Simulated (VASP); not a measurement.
WSe2, 3 atoms in the cell. The cell holds a slab with vacuum, 3 atoms: a = 3.221 Å, b = 3.221 Å, c = 16.161 Å, α = 90.00°, β = 90.00°, γ = 120.00°.  This cell differs from its parent crystal: strain -0.015 along x and y, -0.030 along z.

| Quantity | Value |
| --- | --- |
| Program | VASP 6.6.1 |
| Task | single point |
| Functional | PBEsol |
| Potentials or basis | VASP PAW PBE potentials, release 64 (W_sv, Se) |
| Cutoff | 520 eV |
| k mesh | 12 × 12 × 2 |
| Occupations | gaussian, width 0.05 eV |
| Spin | no spin polarisation |
| Dipole correction | no |
| Further INCAR settings | ALGO = Normal; EDIFF = 1e-07; NBANDS = 20 |

Potentials or basis: VASP PAW PBE potentials, release 64 (W_sv, Se).

The run is started by

```bash
$ cat potpaw_PBE.64/W_sv/POTCAR potpaw_PBE.64/Se/POTCAR > POTCAR
$ mpirun -np 1 vasp_std > vasp.out
```

Hardware: 1 thread of AMD EPYC 7R13, on a shared host.

How long does it take, and how much memory?

It took 3.7 min on 1 thread of AMD EPYC 7R13 (shared host), peak memory 0.28 GiB. Counts: scf iterations 22, k points 38.
